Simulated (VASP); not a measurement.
# In2Sb (P6_3/mmc) in VASP: single point with r2SCAN

Aim: the single point of In2Sb with r2SCAN.

All numbers are computed with VASP 6.6.1; they aren't measurements. Logs are shortened: lines on timing, memory, paths and dates and some standing lists are left out, and cuts for length are marked.

## (1) The cell of the first run

The structure is hexagonal, space group P6_3/mmc (No. 194). Conventional cell: a = 5.253 Å, b = 5.253 Å, c = 6.254 Å, α = 90.00°, β = 90.00°, γ = 120.00°. Within 4.0 Å of In (site symmetry -6m2) lie 5 Sb at 3.03 to 3.13 Å and 6 In at 3.41 Å. In (site symmetry -3m) has 8 In at 3.13 to 3.41 Å and 6 Sb at 3.41 Å within 4.1 Å. Sb (site symmetry -6m2) has 11 In at 3.03 to 3.41 Å within 4.0 Å.

## (2) Single point, r2SCAN (strain -0.030 along x and y, -0.030 along z)

Contents of POSCAR:

```
In2Sb
1.0
    5.2529978787      0.0000000000      0.0000000000
   -2.6264989393      4.5492296090      0.0000000000
    0.0000000000      0.0000000000      6.2538990623
In Sb
4 2
Direct
    0.6666666667      0.3333333333      0.2500000000
    0.3333333333      0.6666666667      0.7500000000
    0.0000000000      0.0000000000      0.5000000000
    0.0000000000      0.0000000000      0.0000000000
    0.6666666667      0.3333333333      0.7500000000
    0.3333333333      0.6666666667      0.2500000000
```

Contents of INCAR.step1:

```
PREC = Accurate
ENCUT = 550
ISMEAR = 0
SIGMA = 0.15
LREAL = F
LASPH = T
NELM = 120
NBANDS = 40
GGA = PE
ALGO = Normal
EDIFF = 1E-5
LWAVE = T
LCHARG = F
GGA_COMPAT = F
```

Contents of INCAR.step2:

```
PREC = Accurate
ENCUT = 550
EDIFF = 1E-6
ISMEAR = 0
SIGMA = 0.15
LREAL = F
LASPH = T
NELM = 120
ALGO = Normal
ISIF = 2
LWAVE = F
LCHARG = T
METAGGA = R2SCAN
LMIXTAU = T
LELF = T
LVHAR = T
NBANDS = 40
ISTART = 1
GGA_COMPAT = F
```

Contents of KPOINTS:

```
regular mesh
0
Gamma
  12 12 8
```

Potentials or basis: VASP PAW PBE potentials, release 64 (In_d, Sb).

Launch:

```console
$ cat potpaw_PBE.64/In_d/POTCAR potpaw_PBE.64/Sb/POTCAR > POTCAR
$ cp INCAR.step1 INCAR
$ mpirun -np 1 vasp_std > vasp.out
$ cp INCAR.step2 INCAR
$ mpirun -np 1 vasp_std > vasp.out
```

OUTCAR:

```text
PREC = Accurate
   ENCUT = 550
   EDIFF = 1E-6
   ISMEAR = 0
   LREAL = F
   LASPH = T
   NELM = 120
   ISIF = 2
   METAGGA = R2SCAN
   ISTART = 1

 ion  position               nearest neighbor table
   1  0.667  0.333  0.250-   6 3.03   6 3.03   6 3.03   5 3.13   5 3.13   3 3.41   4 3.41   3 3.41
                             4 3.41   3 3.41   4 3.41
   2  0.333  0.667  0.750-   5 3.03   5 3.03   5 3.03   6 3.13   6 3.13   3 3.41   4 3.41   4 3.41
                             3 3.41   4 3.41   3 3.41
   3  0.000  0.000  0.500-   4 3.13   4 3.13   1 3.41   5 3.41   6 3.41   2 3.41   2 3.41   6 3.41
                             1 3.41   5 3.41   1 3.41   5 3.41   2 3.41   6 3.41
   4  0.000  0.000  0.000-   3 3.13   3 3.13   1 3.41   5 3.41   6 3.41   2 3.41   2 3.41   6 3.41
                             1 3.41   5 3.41   1 3.41   5 3.41   2 3.41   6 3.41
   5  0.667  0.333  0.750-   2 3.03   2 3.03   2 3.03   1 3.13   1 3.13   3 3.41   4 3.41   3 3.41
                             4 3.41   3 3.41   4 3.41
   6  0.333  0.667  0.250-   1 3.03   1 3.03   1 3.03   2 3.13   2 3.13   3 3.41   4 3.41   4 3.41
                             3 3.41   4 3.41   3 3.41

  LATTYP: Found a hexagonal cell.
 ALAT       =     5.2529978787
 C/A-ratio  =     1.1905390420

  Lattice vectors:

 A1 = (   5.2529978787,   0.0000000000,   0.0000000000)
 A2 = (  -2.6264989393,   4.5492296090,   0.0000000000)
 A3 = (   0.0000000000,   0.0000000000,   6.2538990623)

Analysis of symmetry for initial positions (statically):
=====================================================================
 Subroutine PRICEL returns:
 Original cell was already a primitive cell.

 Routine SETGRP: Setting up the symmetry group for a
 hexagonal supercell.

 Subroutine GETGRP returns: Found 24 space group operations
 (whereof 12 operations were pure point group operations)
 out of a pool of 24 trial point group operations.

The static configuration has the point symmetry D_3d.
 The point group associated with its full space group is D_6h.

Analysis of symmetry for dynamics (positions and initial velocities):
=====================================================================
 Subroutine PRICEL returns:
 Original cell was already a primitive cell.

 Routine SETGRP: Setting up the symmetry group for a
 hexagonal supercell.

 Subroutine GETGRP returns: Found 24 space group operations
 (whereof 12 operations were pure point group operations)
 out of a pool of 24 trial point group operations.

The dynamic configuration has the point symmetry D_3d.
 The point group associated with its full space group is D_6h.

 Subroutine INISYM returns: Found 24 space group operations
 (whereof 12 operations are pure point group operations),
 and found     1 'primitive' translations

----------------------------------------------------------------------------------------

                                     Primitive cell

  volume of cell :     149.4500

  direct lattice vectors                    reciprocal lattice vectors
     5.252997879  0.000000000  0.000000000     0.190367486  0.109908719  0.000000000
    -2.626498939  4.549229609  0.000000000     0.000000000  0.219817439  0.000000000
     0.000000000  0.000000000  6.253899062     0.000000000  0.000000000  0.159900246

  length of vectors
     5.252997879  5.252997879  6.253899062     0.219817439  0.219817439  0.159900246

  position of ions in fractional coordinates (direct lattice)
     0.666666667  0.333333333  0.250000000
     0.333333333  0.666666667  0.750000000
     0.000000000  0.000000000  0.500000000
     0.000000000  0.000000000  0.000000000
     0.666666667  0.333333333  0.750000000
     0.333333333  0.666666667  0.250000000

  ion indices of the primitive-cell ions
   primitive index   ion index
                 1           1
                 2           2
                 3           3
                 4           4
                 5           5
                 6           6

----------------------------------------------------------------------------------------

 KPOINTS: regular mesh

Automatic generation of k-mesh.
 Grid dimensions read from file:
 generate k-points for:   12   12    8

 Generating k-lattice:

  Cartesian coordinates                     Fractional coordinates (reciprocal lattice)
     0.015863957  0.009159060  0.000000000     0.083333333  0.000000000  0.000000000
     0.000000000  0.018318120  0.000000000     0.000000000  0.083333333  0.000000000
     0.000000000  0.000000000  0.019987531     0.000000000  0.000000000  0.125000000

  Length of vectors
     0.018318120  0.018318120  0.019987531

  Shift w.r.t. Gamma in fractional coordinates (k-lattice)
     0.000000000  0.000000000  0.000000000

 Subroutine IBZKPT returns following result:
 ===========================================

 Found     95 irreducible k-points:

 Following reciprocal coordinates:
            Coordinates               Weight
  0.000000  0.000000  0.000000      1.000000
  0.083333  0.000000  0.000000      6.000000
  0.166667  0.000000  0.000000      6.000000
  0.250000  0.000000  0.000000      6.000000
  0.333333  0.000000  0.000000      6.000000
  0.416667 -0.000000  0.000000      6.000000
[... 16 lines left out ...]
  0.250000  0.000000  0.125000     12.000000
  0.333333  0.000000  0.125000     12.000000
 [... further k-points ...]
   k-points           NKPTS =     95   k-points in BZ     NKDIM =     95   number of bands    NBANDS=     40
   number of dos      NEDOS =    301   number of ions     NIONS =      6
   total plane-waves  NPLWV =  76800
   dimension x,y,z NGX =    40 NGY =   40 NGZ =   48
   dimension x,y,z NGXF=    80 NGYF=   80 NGZF=   96
   ions per type =               4   2
   NGX,Y,Z   is equivalent  to a cutoff of  12.66, 12.66, 12.76 a.u.
   NGXF,Y,Z  is equivalent  to a cutoff of  25.32, 25.32, 25.52 a.u.
 SYSTEM =  unknown system
   PREC   = accura    normal or accurate (medium, high low for compatibility)
   ISTART =      1    job   : 0-new  1-cont  2-samecut
   ICHARG =      0    charge: 1-file 2-atom 10-const
   ISPIN  =      1    spin polarized calculation?
   LNONCOLLINEAR =      F non collinear calculations
   LSORBIT =      F    spin-orbit coupling
   LASPH  =      T    aspherical Exc in radial PAW
   ENCUT  =  550.0 eV  40.42 Ry    6.36 a.u.  10.04 10.04 11.96*2*pi/ulx,y,z
   NELM   =    120;   NELMIN=  2; NELMDL=  0     # of ELM steps
   EDIFF  = 0.1E-05   stopping-criterion for ELM
   LREAL  =      F    real-space projection
   EDIFFG = 0.1E-04   stopping-criterion for IOM
   NSW    =      0    number of steps for IOM
   IBRION =     -1    ionic relax: 0-MD 1-quasi-New 2-CG
   NFREE  =      0    steps in history (QN), initial steepest desc. (CG)
   ISIF   =      2    stress and relaxation
   ISYM   =      2    0-nonsym 1-usesym 2-fastsym
   POTIM  = 0.5000    time-step for ionic-motion
   TEBEG  =    0.0;   TEEND  =   0.0 temperature during run
   PSTRESS=    0.0 pullay stress
   NELECT =      62.0000    total number of electrons
   NUPDOWN=      -1.0000    fix difference up-down
   EMIN   =  10.00;   EMAX   =-10.00  energy-range for DOS
   EFERMI =   0.00;   METHOD = LEGACY
   ISMEAR =     0;   SIGMA  =   0.15  broadening in eV -4-tet -1-fermi 0-gaus
   EFERMI_NEDOS =   21; number of points for ismear=-14 and -15
   IALGO  =     38    algorithm
   IMIX   =      4    mixing-type and parameters
     AMIX     =   0.40;   BMIX     =  1.00
     AMIX_MAG =   1.60;   BMIX_MAG =  1.00
  volume/ion in A,a.u.               =      24.91       168.09
  Fermi-wavevector in a.u.,A,eV,Ry     =   1.220975  2.307308 20.283290  1.490780
  Thomas-Fermi vector in A             =   2.356173
   LORBIT       =      0    0 simple, 1 ext, 2 COOP (PROOUT), +10 PAW based schemes
   METAGGA = R2SCAN    functional components
   LHFCALC =     F    Hartree Fock is set to
   AEXX    =    0.0000 exact exchange contribution
   IVDW    =     0    specifies the selected vdW correction
   LEPSILON=     F    determine dielectric tensor
   LRPA    =     F    only Hartree local field effects (RPA)
 non-spin polarized calculation
 Gauss-broadening in eV      SIGMA  =   0.15
  energy-cutoff  :      550.00
  volume of cell :      149.45
 maximum number of plane-waves:      4422
   NGX = 21   NGY = 21   NGZ = 23

 number of electron      61.9999994 magnetization

 Free energy of the ion-electron system (eV)
  ---------------------------------------------------
  ext. energy  EPLUGINS =         0.00000000
  ---------------------------------------------------
  free energy    TOTEN  =      -141.45320175 eV

  energy without entropy =     -141.42981604  energy(sigma->0) =     -141.44150890

 E-fermi :   8.5594     XC(G=0): -11.2054

 val. band max:        8.5356892409   @ k =   0.0000   0.0000   0.3750
 cond. band min:       8.5792862092   @ k =   0.3333   0.0833   0.2500
 fundamental gap:      0.0435969684
 Fermi energy:         8.5593603485

 k-point     1 :       0.0000    0.0000    0.0000
  band No.  band energies     occupation
      1      -7.0214      2.00000
      2      -6.9574      2.00000
      3      -6.9574      2.00000
      4      -6.8703      2.00000
      5      -6.8703      2.00000
      6      -6.8426      2.00000
[... 32 lines left out ...]
     39      11.2226      0.00000
     40      13.3913      0.00000

 k-point     2 :       0.0833    0.0000    0.0000
  band No.  band energies     occupation
      1      -7.0207      2.00000
      2      -6.9622      2.00000
      3      -6.9540      2.00000
      4      -6.8671      2.00000
      5      -6.8644      2.00000
      6      -6.8329      2.00000
[... 32 lines left out ...]
     39      11.7018      0.00000
     40      13.3025      0.00000

 k-point     3 :       0.1667    0.0000    0.0000
  band No.  band energies     occupation
      1      -7.0187      2.00000
      2      -6.9703      2.00000
      3      -6.9448      2.00000
      4      -6.8580      2.00000
      5      -6.8473      2.00000
      6      -6.8228      2.00000
[... 853 lines left out ...]
  band No.  band energies     occupation
      1      -6.9974      2.00000
      2      -6.9641      2.00000
      3      -6.9264      2.00000
      4      -6.8429      2.00000
      5      -6.8419      2.00000
      6      -6.8188      2.00000
[... 32 lines left out ...]
     39      12.9902      0.00000
     40      13.9877      0.00000

 k-point    24 :       0.3333    0.0000    0.1250
  band No.  band energies     occupation
      1      -6.9967      2.00000
      2      -6.9594      2.00000
      3      -6.9165      2.00000
      4      -6.8546      2.00000
      5      -6.8302      2.00000
      6      -6.8071      2.00000
[... 32 lines left out ...]
     39      13.5517      0.00000
     40      14.0659      0.00000

 [... further k-points ...]
[... 5 lines left out ...]
  --------------------------------------------------------------------------------------
  -------------------------------------------------------------------------------------
  Total        4.8943055      4.8943055      4.2721666      0.0000000     -0.0000000     -0.0000000
  in kB       52.4693524     52.4693524     45.7997191      0.0000000     -0.0000000     -0.0000000
  external PRESSURE =      50.2461413 kB  Pullay stress =       0.0000000 kB

 VOLUME and BASIS-vectors are now :
 -----------------------------------------------------------------------------
  energy-cutoff  :      550.00
  volume of cell :      149.45
      direct lattice vectors                 reciprocal lattice vectors
     5.252997879  0.000000000  0.000000000     0.190367486  0.109908719  0.000000000
    -2.626498939  4.549229609  0.000000000     0.000000000  0.219817439  0.000000000
     0.000000000  0.000000000  6.253899062     0.000000000  0.000000000  0.159900246

 POSITION                                       TOTAL-FORCE (eV/Angst)
 -----------------------------------------------------------------------------------
      2.62650      1.51641      1.56347        -0.000000     -0.000000     -0.000000
     -0.00000      3.03282      4.69042        -0.000000      0.000000     -0.000000
      0.00000      0.00000      3.12695        -0.000000      0.000000     -0.000000
      0.00000      0.00000      0.00000        -0.000000      0.000000     -0.000000
      2.62650      1.51641      4.69042        -0.000000     -0.000000      0.000000
     -0.00000      3.03282      1.56347         0.000000      0.000000      0.000000
 -----------------------------------------------------------------------------------
    total drift:                               -0.000000      0.000000     -0.000000

  FREE ENERGIE OF THE ION-ELECTRON SYSTEM (eV)
  ---------------------------------------------------
  free  energy   TOTEN  =      -141.4532017550 eV

  energy  without entropy=     -141.4298160435  energy(sigma->0) =     -141.44150890
```

Wall time 40 min (1 thread of Oxide Virtual Turin-like, shared host); peak memory 0.59 GiB.

Results:

- Free energy: -141.4532 eV
- Pressure: 5.0 GPa
- Band gap on the k mesh: zero (bands 31 and 32 overlap by 2.49 eV)

Caveat: the cell differs from its parent crystal (strain -0.030 along x and y, -0.030 along z); the cell stands under pressure; the PAW data sets were made with another functional, which shifts forces and pressure a little; spin-orbit coupling is left out, which moves the levels of the heavy elements.

The gap in the log of VASP goes by the Fermi energy; the results here count the filled bands.